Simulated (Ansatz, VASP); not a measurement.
**CdSe: VASP beside Ansatz**

INCAR

```
PREC = Accurate
ENCUT = 520
EDIFF = 1E-7
ISMEAR = -1
SIGMA = 0.02
LREAL = False
LASPH = True
NELM = 80
ALGO = Normal
ISIF = 2
LWAVE = False
LCHARG = False
GGA = PE
NBANDS = 16
```

File KPOINTS:

```
Automatic mesh
0
Gamma
  8 8 8
```

File POSCAR:

```
CdSe
1.0
    0.0000000000      2.8429458730      2.8429458730
    2.8429458730      0.0000000000      2.8429458730
    2.8429458730      2.8429458730      0.0000000000
Cd Se
1 1
Direct
    0.0000000000      0.0000000000      0.0000000000
    0.5000000000      0.5000000000      0.5000000000
```

Input for Ansatz:

```yaml
crystal:
  lattice:
    - [0.0, 2.842945873, 2.842945873]
    - [2.842945873, 0.0, 2.842945873]
    - [2.842945873, 2.842945873, 0.0]
  atoms:
    - { symbol: Cd, position: [0.0, 0.0, 0.0] }
    - { symbol: Se, position: [0.5, 0.5, 0.5] }
kpoints:
  mp_grid: { grid: [8, 8, 8] }
  band_path:
    path:
      - [0.0, 0.0, 0.0]
      - [0.5, 0.0, 0.5]
      - [0.625, 0.25, 0.625]
      - [0.375, 0.375, 0.75]
      - [0.5, 0.5, 0.5]
      - [0.5, 0.25, 0.75]
      - [0.1875, 0.1875, 0.375]
    npoints: 1
hamiltonian:
  xc: pbe
scf:
  occupations: { method: fermi_dirac, width: 0.02 }
  n_extra_bands: 4
output:
  forces: true
  stress: true
  eigenvalues: true
```

Alike in both runs: task single point; functional PBE; k mesh 8 × 8 × 8; occupations fermi-dirac, width 0.02 eV; no spin polarisation.

```csv
,VASP,Ansatz
version,VASP 6.6.1,Ansatz 0.2.0
potentials or method,"VASP PAW PBE potentials, release 64 (Cd, Se)","plane waves, PAW"
plane-wave cutoff (eV),520,420
valence electrons in the cell,18,36
```

|  | VASP | Ansatz | Ansatz less VASP |
| --- | --- | --- | --- |
| pressure (GPa) | 2.1 | 1.7 | -0.38 |

The functional is the same, so the differences come from potentials, cutoffs and numerics. VASP's potentials hold 18 valence electrons a cell and Ansatz's 36, so a difference there can come from the potentials and not from the codes.
